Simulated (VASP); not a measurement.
A run of VASP 6.6.1 is set up as follows.

INCAR

```
SYSTEM = C
ALGO = Normal ; EDIFF = 1E-6
EDIFFG = -0.04 ; ENCUT = 600
GGA = PE ; IBRION = 2
ISIF = 3 ; ISMEAR = 0
LASPH = .True. ; LCHARG = .False.
LREAL = .False. ; LWAVE = .False.
NELM = 100 ; NSW = 90
PREC = Accurate ; SIGMA = 0.1
```

KPOINTS

```
k-points
0
Gamma
  6 6 6
  0 0 0
```

The input POSCAR:

```
C
1.0
   -2.8004508500      2.8004508500      1.6521493900
    2.8004508500     -2.8004508500      1.6521493900
    2.8004508500      2.8004508500     -1.6521493900
C
8
Direct
    0.7841337900      0.7841337900      0.0000000000
    0.5341337900      0.0341337900      0.5000000000
    0.6415729900      0.6415729900      0.2831459900
    0.3584270100      0.3584270100      0.7168540100
    0.3915729900      0.6084270100      0.5000000000
    0.1084270100      0.8915729900      0.5000000000
    0.2158662100      0.2158662100      0.0000000000
    0.9658662100      0.4658662100      0.5000000000
```

Potentials or basis: VASP PAW PBE potentials, release 64 (C).

Command:

```bash
$ cat potpaw_PBE.64/C/POTCAR > POTCAR
$ mpirun -np 1 vasp_std > vasp.out
```

Problem. What does it give for the relaxed cell?

Solution. a = 4.775 Å, b = 4.775 Å, c = 4.775 Å, α = 97.00°, β = 97.00°, γ = 139.14°.

Problem. Predict the relaxed volume.

Solution. 8.34 Å³/atom.

Problem. Predict the band gap on the k mesh.

Solution. Zero (bands 16 and 17 overlap by 3.23 eV).

Problem. What does it give for the space group after relaxing (to 0.1 Å)?

Solution. I4_122 (No. 98).

Final structure:
```xyz
8
Lattice="-3.1637 3.1637 1.6666 3.1637 -3.1637 1.6666 3.1637 3.1637 -1.6666" Properties=species:S:1:pos:R:3 pbc="T T T"
C     0.0000    0.0000    2.6586
C     0.0000    3.1637    0.1588
C     0.7796    0.7796    1.6666
C     2.3842    2.3842    0.0000
C     2.3842    0.7796    0.8333
C     3.9433   -0.7796    0.8333
C     0.0000    0.0000    0.6745
C     0.0000    3.1637    1.5078
```

Caveat: the k points lie up to 0.36 Å⁻¹ apart in the final cell, too coarse for converged energies and pressures of a metal; the volume moved by over 15 % at a fixed basis, so the end points are rough.
